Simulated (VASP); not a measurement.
# SrO in VASP: further runs

Runs on SrO. Level: PBE. Tasks: single point, relaxation of cell and atoms.

Everything below comes from runs of VASP 6.6.1. Logs are shortened: lines on timing, memory, paths and dates and some standing lists are left out, and cuts for length are marked.

### Step 1. The cell of the first run

The typed cell holds 6 atoms: a = 6.116 Å, b = 6.116 Å, c = 3.207 Å, α = 90.00°, β = 90.00°, γ = 120.00°.

The cell was generated, and may not be a known phase.

### Step 2. Single point, PBE

Input file INCAR:

```
PREC = Accurate
ENCUT = 520
EDIFF = 1E-6
ISMEAR = 0
SIGMA = 0.1
LREAL = F
LASPH = T
NELM = 100
ALGO = Normal
ISIF = 2
LWAVE = F
LCHARG = F
GGA = PE
NBANDS = 33
```

Input file KPOINTS:

```
regular mesh
0
Gamma
  6 6 4
```

Input file POSCAR:

```
SrO
1.0
    6.1161420033      0.0000000000      0.0000000000
   -3.0580710017      5.2967343480      0.0000000000
    0.0000000000      0.0000000000      3.2066913311
Sr O
3 3
Direct
    0.6666700263     -0.0000007020      0.5000000000
    0.3333292717      0.3333299737      0.5000000000
    0.0000007020      0.6666707283      0.5000000000
    0.0000058104      0.3333170389      0.0000000000
    0.6666829611      0.6666887715      0.0000000000
    0.3333112285      0.9999941896      0.0000000000
```

Potentials or basis: VASP PAW PBE potentials, release 64 (Sr_sv, O).

The run is started by

```bash
$ cat potpaw_PBE.64/Sr_sv/POTCAR potpaw_PBE.64/O/POTCAR > POTCAR
$ mpirun -np 1 vasp_std > vasp.out
```

OUTCAR:

```text
PREC = Accurate
   ENCUT = 520
   EDIFF = 1E-6
   ISMEAR = 0
   LREAL = F
   LASPH = T
   NELM = 100
   ISIF = 2
   GGA = PE

 ion  position               nearest neighbor table
   1  0.667  1.000  0.500-   5 2.59   5 2.59   4 2.59   4 2.59   6 2.59   6 2.59   2 3.53   3 3.53
                             3 3.53   2 3.53   3 3.53   2 3.53   2 4.77   2 4.77   3 4.77   3 4.77
   2  0.333  0.333  0.500-   4 2.59   4 2.59   6 2.59   6 2.59   5 2.59   5 2.59   1 3.53   3 3.53
                             1 3.53   3 3.53   3 3.53   1 3.53   1 4.77   1 4.77   3 4.77   3 4.77
   3  0.000  0.667  0.500-   6 2.59   6 2.59   5 2.59   5 2.59   4 2.59   4 2.59   2 3.53   1 3.53
                             1 3.53   2 3.53   2 3.53   1 3.53   2 4.77   2 4.77   1 4.77   1 4.77
   4  0.000  0.333  0.000-   2 2.59   2 2.59   1 2.59   1 2.59   3 2.59   3 2.59
   5  0.667  0.667  0.000-   1 2.59   1 2.59   3 2.59   3 2.59   2 2.59   2 2.59
   6  0.333  1.000  0.000-   3 2.59   3 2.59   2 2.59   2 2.59   1 2.59   1 2.59

  LATTYP: Found a hexagonal cell.
 ALAT       =     6.1161420033
 C/A-ratio  =     0.5242996859

  Lattice vectors:

 A1 = (   6.1161420033,   0.0000000000,   0.0000000000)
 A2 = (  -3.0580710017,   5.2967343480,   0.0000000000)
 A3 = (   0.0000000000,   0.0000000000,   3.2066913311)

Analysis of symmetry for initial positions (statically):
=====================================================================
 Subroutine PRICEL returns:
 Original cell was already a primitive cell.

 Routine SETGRP: Setting up the symmetry group for a
 hexagonal supercell.

 Subroutine GETGRP returns: Found  6 space group operations
 (whereof  6 operations were pure point group operations)
 out of a pool of 24 trial point group operations.

The static configuration has the point symmetry C_3h.

Analysis of symmetry for dynamics (positions and initial velocities):
=====================================================================
 Subroutine PRICEL returns:
 Original cell was already a primitive cell.

 Routine SETGRP: Setting up the symmetry group for a
 hexagonal supercell.

 Subroutine GETGRP returns: Found  6 space group operations
 (whereof  6 operations were pure point group operations)
 out of a pool of 24 trial point group operations.

The dynamic configuration has the point symmetry C_3h.

 Subroutine INISYM returns: Found  6 space group operations
 (whereof  6 operations are pure point group operations),
 and found     1 'primitive' translations

----------------------------------------------------------------------------------------

                                     Primitive cell

  volume of cell :     103.8826

  direct lattice vectors                    reciprocal lattice vectors
     6.116142003  0.000000000  0.000000000     0.163501763  0.094397787  0.000000000
    -3.058071002  5.296734348  0.000000000     0.000000000  0.188795574  0.000000000
     0.000000000  0.000000000  3.206691331     0.000000000  0.000000000  0.311847913

  length of vectors
     6.116142003  6.116142003  3.206691331     0.188795574  0.188795574  0.311847913

  position of ions in fractional coordinates (direct lattice)
     0.666670026  0.999999298  0.500000000
     0.333329272  0.333329974  0.500000000
     0.000000702  0.666670728  0.500000000
     0.000005810  0.333317039  0.000000000
     0.666682961  0.666688771  0.000000000
     0.333311229  0.999994190  0.000000000

  ion indices of the primitive-cell ions
   primitive index   ion index
                 1           1
                 2           2
                 3           3
                 4           4
                 5           5
                 6           6

----------------------------------------------------------------------------------------

 KPOINTS: regular mesh

Automatic generation of k-mesh.
 Grid dimensions read from file:
 generate k-points for:    6    6    4

 Generating k-lattice:

  Cartesian coordinates                     Fractional coordinates (reciprocal lattice)
     0.027250294  0.015732964  0.000000000     0.166666667  0.000000000  0.000000000
     0.000000000  0.031465929  0.000000000     0.000000000  0.166666667  0.000000000
     0.000000000  0.000000000  0.077961978     0.000000000  0.000000000  0.250000000

  Length of vectors
     0.031465929  0.031465929  0.077961978

  Shift w.r.t. Gamma in fractional coordinates (k-lattice)
     0.000000000  0.000000000  0.000000000

 Subroutine IBZKPT returns following result:
 ===========================================

 Found     24 irreducible k-points:

 Following reciprocal coordinates:
            Coordinates               Weight
  0.000000  0.000000  0.000000      1.000000
  0.166667  0.000000  0.000000      6.000000
  0.333333  0.000000  0.000000      6.000000
  0.500000  0.000000  0.000000      3.000000
  0.166667  0.166667  0.000000      6.000000
  0.333333  0.166667  0.000000      6.000000
[... 16 lines left out ...]
 -0.333333  0.500000  0.500000      6.000000
  0.333333  0.333333  0.500000      2.000000
   k-points           NKPTS =     24   k-points in BZ     NKDIM =     24   number of bands    NBANDS=     33
   number of dos      NEDOS =    301   number of ions     NIONS =      6
   total plane-waves  NPLWV =  55296
   dimension x,y,z NGX =    48 NGY =   48 NGZ =   24
   dimension x,y,z NGXF=    96 NGYF=   96 NGZF=   48
   ions per type =               3   3
   NGX,Y,Z   is equivalent  to a cutoff of  13.05, 13.05, 12.44 a.u.
   NGXF,Y,Z  is equivalent  to a cutoff of  26.09, 26.09, 24.88 a.u.
 SYSTEM =  unknown system
   PREC   = accura    normal or accurate (medium, high low for compatibility)
   ISTART =      0    job   : 0-new  1-cont  2-samecut
   ICHARG =      2    charge: 1-file 2-atom 10-const
   ISPIN  =      1    spin polarized calculation?
   LNONCOLLINEAR =      F non collinear calculations
   LSORBIT =      F    spin-orbit coupling
   LASPH  =      T    aspherical Exc in radial PAW
   ENCUT  =  520.0 eV  38.22 Ry    6.18 a.u.  11.37 11.37  5.96*2*pi/ulx,y,z
   NELM   =    100;   NELMIN=  2; NELMDL= -5     # of ELM steps
   EDIFF  = 0.1E-05   stopping-criterion for ELM
   LREAL  =      F    real-space projection
[... 7 lines left out ...]
   TEBEG  =    0.0;   TEEND  =   0.0 temperature during run
   PSTRESS=    0.0 pullay stress
   NELECT =      48.0000    total number of electrons
   NUPDOWN=      -1.0000    fix difference up-down
   EMIN   =  10.00;   EMAX   =-10.00  energy-range for DOS
   EFERMI =   0.00;   METHOD = LEGACY
   ISMEAR =     0;   SIGMA  =   0.10  broadening in eV -4-tet -1-fermi 0-gaus
   EFERMI_NEDOS =   21; number of points for ismear=-14 and -15
   IALGO  =     38    algorithm
   IMIX   =      4    mixing-type and parameters
     AMIX     =   0.40;   BMIX     =  1.00
     AMIX_MAG =   1.60;   BMIX_MAG =  1.00
  volume/ion in A,a.u.               =      17.31       116.84
  Fermi-wavevector in a.u.,A,eV,Ry     =   1.265632  2.391699 21.794160  1.601826
  Thomas-Fermi vector in A             =   2.398875
   LORBIT       =      0    0 simple, 1 ext, 2 COOP (PROOUT), +10 PAW based schemes
   GGA     = PE    functional components
   LHFCALC =     F    Hartree Fock is set to
   AEXX    =    0.0000 exact exchange contribution
   IVDW    =     0    specifies the selected vdW correction
   LEPSILON=     F    determine dielectric tensor
   LRPA    =     F    only Hartree local field effects (RPA)
 non-spin polarized calculation
 Gauss-broadening in eV      SIGMA  =   0.10
  energy-cutoff  :      520.00
  volume of cell :      103.88
 maximum number of plane-waves:      2840
 NGX is ok and might be reduce to    48

 number of electron      47.9999995 magnetization

 Free energy of the ion-electron system (eV)
  ---------------------------------------------------
  ext. energy  EPLUGINS =         0.00000000
  ---------------------------------------------------
  free energy    TOTEN  =       -34.91621642 eV

  energy without entropy =      -34.91621642  energy(sigma->0) =      -34.91621642

 E-fermi :   2.5116     XC(G=0):  -9.9266

 val. band max:        2.0464946317   @ k =   0.0000   0.0000   0.0000
 cond. band min:       4.8429388993   @ k =   0.0000   0.0000   0.0000
 fundamental gap:      2.7964442677
 Fermi energy:         2.5116095803

 k-point     1 :       0.0000    0.0000    0.0000
  band No.  band energies     occupation
      1     -31.1916      2.00000
      2     -31.0517      2.00000
      3     -31.0517      2.00000
      4     -14.8758      2.00000
      5     -14.8758      2.00000
      6     -13.5226      2.00000
[... 25 lines left out ...]
     32       9.4749      0.00000
     33       9.6569      0.00000

 k-point     2 :       0.1667    0.0000    0.0000
  band No.  band energies     occupation
      1     -31.1808      2.00000
      2     -31.0585      2.00000
      3     -31.0562      2.00000
      4     -14.8875      2.00000
      5     -14.8608      2.00000
      6     -13.6668      2.00000
[... 25 lines left out ...]
     32       9.5870      0.00000
     33       9.6946      0.00000

 k-point     3 :       0.3333    0.0000    0.0000
  band No.  band energies     occupation
      1     -31.1520      2.00000
      2     -31.0804      2.00000
      3     -31.0639      2.00000
      4     -14.9226      2.00000
      5     -14.7518      2.00000
      6     -14.1134      2.00000
[... 25 lines left out ...]
     32       9.3527      0.00000
     33      10.3116      0.00000

 k-point     4 :       0.5000    0.0000    0.0000
  band No.  band energies     occupation
      1     -31.1146      2.00000
      2     -31.1146      2.00000
      3     -31.0674      2.00000
      4     -14.9416      2.00000
      5     -14.4980      2.00000
      6     -14.4979      2.00000
[... 673 lines left out ...]
     32      10.5559      0.00000
     33      10.8429      0.00000

 k-point    23 :      -0.3333    0.5000    0.5000
  band No.  band energies     occupation
      1     -30.9715      2.00000
      2     -30.9416      2.00000
      3     -30.9256      2.00000
      4     -14.7813      2.00000
      5     -14.4539      2.00000
      6     -14.2141      2.00000
[... 25 lines left out ...]
     32      10.5559      0.00000
     33      10.8502      0.00000

 k-point    24 :       0.3333    0.3333    0.5000
  band No.  band energies     occupation
      1     -30.9463      2.00000
      2     -30.9463      2.00000
      3     -30.9463      2.00000
      4     -14.5111      2.00000
      5     -14.5109      2.00000
      6     -14.5108      2.00000
[... 25 lines left out ...]
     32      10.9475      0.00000
     33      10.9495      0.00000

------------------------ aborting loop because EDIFF is reached ----------------------------------------

  FORCE on cell =-STRESS in cart. coord.  units (eV):
  Direction    XX          YY          ZZ          XY          YZ          ZX
  --------------------------------------------------------------------------------------
  -------------------------------------------------------------------------------------
  Total        0.4172764      0.4172764      0.4562895     -0.0000000     -0.0000000     -0.0000000
  in kB        6.4356366      6.4356366      7.0373337     -0.0000003     -0.0000000     -0.0000000
  external PRESSURE =       6.6362023 kB  Pullay stress =       0.0000000 kB

 VOLUME and BASIS-vectors are now :
 -----------------------------------------------------------------------------
  energy-cutoff  :      520.00
  volume of cell :      103.88
      direct lattice vectors                 reciprocal lattice vectors
     6.116142003  0.000000000  0.000000000     0.163501763  0.094397787  0.000000000
    -3.058071002  5.296734348  0.000000000     0.000000000  0.188795574  0.000000000
     0.000000000  0.000000000  3.206691331     0.000000000  0.000000000  0.311847913

 POSITION                                       TOTAL-FORCE (eV/Angst)
 -----------------------------------------------------------------------------------
      1.01938      5.29673      1.60335        -0.000133     -0.000032     -0.000000
      1.01934      1.76556      1.60335         0.000039      0.000132     -0.000000
     -2.03872      3.53118      1.60335         0.000094     -0.000100     -0.000000
     -1.01927      1.76549      0.00000        -0.000424      0.000427     -0.000000
      2.03875      3.53127      0.00000        -0.000158     -0.000581      0.000000
     -1.01947      5.29670      0.00000         0.000582      0.000154     -0.000000
 -----------------------------------------------------------------------------------
    total drift:                               -0.000000     -0.000000      0.000000

  FREE ENERGIE OF THE ION-ELECTRON SYSTEM (eV)
  ---------------------------------------------------
  free  energy   TOTEN  =       -34.9162164218 eV

  energy  without entropy=      -34.9162164218  energy(sigma->0) =      -34.91621642
```

It took 54 s on 1 thread of Intel Xeon Platinum 8488C (Sapphire Rapids), shared host; peak memory 0.25 GiB.

Results:

- Free energy: -34.9162 eV
- Pressure: 0.7 GPa
- Band gap on the k mesh: 2.80 eV

Levels at points of the mesh, in eV from the valence-band top:
| k point | band 22 | band 23 | band 24 | band 25 | band 26 | band 27 |
| --- | --- | --- | --- | --- | --- | --- |
| (0.00, 0.00, 0.00) | -0.66 | -0.66 | 0.00 | 2.80 | 3.95 | 4.71 |
| (0.50, 0.00, 0.00) | -0.40 | -0.39 | -0.39 | 3.48 | 4.07 | 4.07 |
| (0.00, 0.00, 0.50) | -0.63 | -0.31 | -0.31 | 5.79 | 5.79 | 5.99 |
| (0.50, 0.00, 0.50) | -1.28 | -0.65 | -0.65 | 4.80 | 4.80 | 5.09 |

Caveat: the k points lie up to 0.49 Å⁻¹ apart. A k mesh can miss the band edges.

### Step 3. Single point, PBE

This run uses another cell than the first one: it holds 2 atoms, not 6.

Input file INCAR:

```
  PREC = Accurate
  ENCUT = 520
  EDIFF = 1E-6
  ISMEAR = 0
  SIGMA = 0.02
  LREAL = False
  LASPH = True
  NELM = 100
  ALGO = Normal
  ISIF = 2
  LWAVE = False
  LCHARG = True
  GGA = PE
  LELF = True
  LVHAR = True
  NBANDS = 15
```

Input file KPOINTS:

```
Automatic mesh
0
Gamma
  6 6 8
```

Input file POSCAR:

```
SrO
1.0
    3.5331388772      0.0000000000      0.0000000000
   -1.7665694386      3.0597880227      0.0000000000
    0.0000000000      0.0000000000      3.2065769351
Sr O
1 1
Direct
    0.6666666667      0.3333333333      0.5000000000
    0.3333333333      0.6666666667      0.0000000000
```

Potentials or basis: VASP PAW PBE potentials, release 64 (Sr_sv, O).

The run is started by

```bash
$ cat potpaw_PBE.64/Sr_sv/POTCAR potpaw_PBE.64/O/POTCAR > POTCAR
$ mpirun -np 1 vasp_std > vasp.out
```

It took 11 s on 1 thread of Intel Xeon Platinum 8488C (Sapphire Rapids), shared host; peak memory 0.15 GiB.

The run converged. Its results:

```yaml
Free_energy: -11.6407 eV
Pressure: 0.6 GPa
Band_gap_on_the_k_mesh: 2.80 eV
```

Stress tensor (GPa, compression positive):
```
0.52 0.00 0.00
0.00 0.52 0.00
0.00 0.00 0.63
```

Levels at points of the mesh, in eV from the valence-band top:
```csv
k point,band 6,band 7,band 8,band 9,band 10,band 11
"(0.00, 0.00, 0.00)",-0.82,-0.82,0.00,2.80,3.95,7.61
"(0.50, 0.00, 0.00)",-2.10,-0.62,-0.40,3.48,6.64,9.03
"(0.00, 0.00, 0.50)",-2.52,-0.63,-0.63,5.99,6.42,6.42
"(0.50, 0.00, 0.50)",-1.64,-1.33,-1.28,5.09,6.18,9.28
```

### Step 4. Relaxation of cell and atoms, PBE

This run uses another cell than the first one: it holds 2 atoms, not 6.

Input file INCAR:

```
SYSTEM = SrO
PREC     = Accurate       ! precision mode
ENCUT    = 600            ! plane-wave cutoff, eV
EDIFF    = 1E-6           ! SCF threshold, eV
ISMEAR   = 0              ! smearing method
SIGMA    = 0.02           ! smearing width, eV
LREAL    = .False.        ! projectors in reciprocal space
LASPH    = .True.         ! aspherical terms in the spheres
NELM     = 100            ! most SCF steps
ALGO     = Normal         ! electronic algorithm
ISIF     = 3              ! what is computed and relaxed
LWAVE    = .False.        ! write WAVECAR
LCHARG   = .False.        ! write CHGCAR
GGA      = PE             ! functional
IBRION   = 2              ! ionic algorithm
NSW      = 100            ! ionic steps
EDIFFG   = -0.01          ! ionic threshold
```

Input file KPOINTS:

```
regular mesh
0
Gamma
  6 6 8
  0 0 0
```

Input file POSCAR:

```
SrO
1.0
    3.5311562320      0.0000000000      0.0000000000
   -1.7655781160      3.0580710017      0.0000000000
    0.0000000000      0.0000000000      3.2066913311
Sr O
1 1
Direct
    0.6666666667      0.3333333333      0.5000000000
    0.3333333333      0.6666666667      0.0000000000
```

The run is started by

```bash
$ cat potpaw_PBE.64/Sr_sv/POTCAR potpaw_PBE.64/O/POTCAR > POTCAR
$ mpirun -np 1 vasp_std > vasp.out
```

It took 22 s on 1 thread of Intel Xeon Platinum 8488C (Sapphire Rapids), shared host; peak memory 0.17 GiB.

It converged, with:

* Free energy: -11.6426 eV
* Relaxed volume: 17.43 Å³/atom
* Relaxed cell: a = 3.539 Å, b = 3.539 Å, c = 3.214 Å, α = 90.00°, β = 90.00°, γ = 120.00°
* Space group after relaxing (to 0.1 Å): P-6m2 (No. 187)
* Energy gained by relaxing: 0.2 meV/atom
* Ionic steps: 3
* Pressure after relaxing: 0.0 GPa
* Band gap on the k mesh: 2.78 eV

Stress tensor (GPa, compression positive):
```
 0.03  0.00  0.00
 0.00  0.03  0.00
 0.00  0.00 -0.08
```

Step by step:
```tsv
step	energy change (eV)	largest force (eV/Å)	pressure (GPa)	volume (Å³)
1	0.0000	0.0000	0.56	34.63
2	-0.0004	0.0000	-0.14	34.93
3	-0.0004	0.0000	0.00	34.87
```

Final structure:
```
Sr O
1.0
     3.53929    0.00000    0.00000
    -1.76964    3.06511    0.00000
     0.00000    0.00000    3.21393
Sr O
1 1
Cartesian
  1.7696 1.0217 1.6070
  0.0000 2.0434 0.0000
```

Levels at points of the mesh, in eV from the valence-band top:
```tsv
k point	band 5	band 6	band 7	band 8	band 9	band 10	band 11	band 12
(0.00, 0.00, 0.00)	-14.66	-0.80	-0.80	0.00	2.78	3.94	7.58	7.58
(0.50, 0.00, 0.00)	-13.82	-2.09	-0.61	-0.40	3.48	6.62	8.97	9.27
(0.00, 0.00, 0.50)	-13.46	-2.50	-0.62	-0.62	5.96	6.41	6.41	7.69
(0.50, 0.00, 0.50)	-14.82	-1.63	-1.32	-1.26	5.07	6.16	9.24	10.50
```

### Step 5. The runs side by side

| task | cell | k mesh | cutoff (eV) | smearing | gap on the mesh (eV) | pressure (GPa) |
| --- | --- | --- | --- | --- | --- | --- |
| single point | a = 6.116, b = 6.116, c = 3.207 Å, angles 90.0, 90.0, 120.0°, 6 atoms, atomic positions A | 6 × 6 × 4 | 520 | gaussian 0.1 eV | 2.80 | 0.7 |
| single point | a = 3.533, b = 3.533, c = 3.207 Å, angles 90.0, 90.0, 120.0°, 2 atoms, atomic positions B | 6 × 6 × 8 | 520 | gaussian 0.02 eV | 2.80 | 0.6 |
| relaxation of cell and atoms | relaxed from a = 3.531, b = 3.531, c = 3.207 Å, angles 90.0, 90.0, 120.0°, 2 atoms, atomic positions B | 6 × 6 × 8 | 600 | gaussian 0.02 eV | 2.78 | 0.0 |

Alike in all rows: level PBE; potentials or basis VASP PAW PBE potentials, release 64 (Sr_sv, O); no spin polarisation.

Caveats: some runs use coarse meshes.

Absolute energies hang on the potentials; compare differences alone.
